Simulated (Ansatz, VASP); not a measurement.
# Fe in VASP and in Ansatz

The input INCAR:

```
SYSTEM = Fe
PREC = Accurate ; ENCUT = 520
EDIFF = 1E-6 ; ISMEAR = -1
SIGMA = 0.05 ; LREAL = .False.
LASPH = .True. ; NELM = 150
ALGO = Normal ; ISIF = 2
LWAVE = .False. ; LCHARG = .False.
ISPIN = 2 ; MAGMOM = 3
LORBIT = 11 ; LMAXMIX = 4
GGA = CA ; NBANDS = 14
```

Contents of KPOINTS:

```
Automatic mesh
0
Gamma
  16 16 16
  0 0 0
```

The input POSCAR:

```
Fe
1.0
    0.0000000000      1.9545992686      1.9781194830
    1.5083634409      0.0000000000      1.9781194830
    1.5083634409      1.9545992686      0.0000000000
Fe
1
Direct
    0.0000000000      0.0000000000      0.0000000000
```

Input for Ansatz:

```yaml
crystal:
  lattice:
    - [0.0, 1.9545992686, 1.978119483]
    - [1.5083634409, 0.0, 1.978119483]
    - [1.5083634409, 1.9545992686, 0.0]
  atoms:
    - { symbol: Fe, position: [0.0, 0.0, 0.0], spin: 3.0 }
magnetization:
  spin_polarized: true
kpoints:
  mp_grid: { grid: [16, 16, 16] }
  band_path:
    path:
      - [0.0, 0.0, 0.0]
      - [0.5, 0.0, 0.5]
      - [0.5, 0.246480624, 0.746480624]
      - [0.5, 0.753519376, 0.253519376]
      - [0.5, 0.5, 0.0]
      - [0.9257107586, 0.5, 0.4257107586]
      - [0.0742892414, 0.5, 0.5742892414]
      - [0.0, 0.5, 0.5]
      - [0.076087883, 0.576087883, 0.5]
    npoints: 5
scf:
  occupations: { method: fermi_dirac, width: 0.05 }
hamiltonian:
  xc: lda
  pseudopotentials: { kind: all_electron, lapw: { basis_error: 0.0005 } }
output:
  forces: true
  stress: true
  eigenvalues: true
```

Change from the starting cell: volume scaled by 1.02.

Alike in both runs: task single point; functional LDA; k mesh 16 × 16 × 16; occupations fermi-dirac, width 0.05 eV; collinear spin.

|  | VASP | Ansatz |
| --- | --- | --- |
| version | VASP 6.6.1 | Ansatz 0.2.0 |
| potentials or method | VASP PAW LDA potentials, release 64 (Fe), cutoff 520 eV | all-electron LAPW, scalar-relativistic |

|  | VASP | Ansatz | Ansatz less VASP |
| --- | --- | --- | --- |
| pressure (GPa) | -21.6 | -20.9 | +0.73 |
| traceless stress, the component that is largest in VASP (GPa) | -5.18 | -5.10 | +0.080 |
| net moment per atom (μB) | 2.18 | 2.22 | +0.034 |
| size of the moment on the site where the two differ most (μB) | 2.16 | 2.24 | +0.087 |

LDA's correlation is that of Perdew and Zunger in VASP and of Perdew and Wang (1992) in Ansatz. Site moments also hang on the region over which each program counts them. Ansatz ran all-electron here, and VASP with PAW potentials.
